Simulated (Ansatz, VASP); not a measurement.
# One calculation of Cd, two programs

```
Cd
1.0
     1.60803    0.92840    2.44929
    -1.60803    0.92840    2.44929
     0.00000   -1.85679    2.44929
Cd
1
Direct
  0.00000 0.00000 0.00000
```

Alike in both runs: task single point; functional PBEsol; k mesh 10 × 10 × 10; occupations gaussian, width 0.05 eV; no spin polarisation.

|  | VASP | Ansatz |
| --- | --- | --- |
| version | VASP 6.6.1 | Ansatz 0.2.0 |
| potentials or method | VASP PAW PBE potentials, release 64 (Cd), cutoff 520 eV | all-electron LAPW, scalar-relativistic |

```tsv
	VASP	Ansatz	Ansatz less VASP
gap on the k mesh at the Fermi level (eV)	none	none	-
pressure (GPa)	-1.9	-2.2	-0.29
traceless stress, the component that is largest in VASP (GPa)	0.29	0.25	-0.038
```

VASP's potentials were made for PBE, not for PBEsol. A gap of «none» marks a metal or a gap that the smearing closes. Ansatz ran all-electron here, and VASP with PAW potentials.
